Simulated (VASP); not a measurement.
**Sc: single point with r2SCAN**

The system is Sc.

```
Sc
1.0
     3.26231    0.00000    0.00000
    -1.63116    2.82525    0.00000
     0.00000    0.00000    5.07161
Sc
2
Direct
  0.33333 0.66667 0.25000
  0.66667 0.33333 0.75000
```

```json
{"Program": "VASP 6.6.1", "Task": "single point", "Functional": "r2SCAN", "Potentials or basis": "VASP PAW PBE potentials, release 64 (Sc_sv)", "Cutoff": "520 eV", "k mesh": "16 × 16 × 10", "Occupations": "fermi-dirac, width 0.08 eV", "Spin": "no spin polarisation"}
```

```json
{
 "Pressure": "4.2 GPa",
 "Band gap on the k mesh": "zero (bands 11 and 12 overlap by 1.71 eV)"
}
```

Levels at points of the mesh, in eV from the Fermi level:
```
           k point  band 8  band 9  band 10  band 11  band 12  band 13  band 14  band 15
(0.00, 0.00, 0.00)  -28.75   -5.60    -1.77     0.62     1.87     1.87     2.19     2.40
(0.50, 0.00, 0.00)  -28.81   -1.73    -1.19    -0.75    -0.41     1.52     1.60     2.18
(0.00, 0.00, 0.50)  -28.81   -3.90    -3.90     1.15     1.15     1.79     1.79     1.79
(0.50, 0.00, 0.50)  -28.87   -1.60    -1.60     0.08     0.08     1.43     1.43     2.75
```

Run time: 10 min on 1 thread of Intel Xeon 8259CL, with other jobs on the host, peak memory 0.26 GiB.

Caveat: the cell stands under pressure; the PAW data sets were made with another functional, which shifts forces and pressure a little.
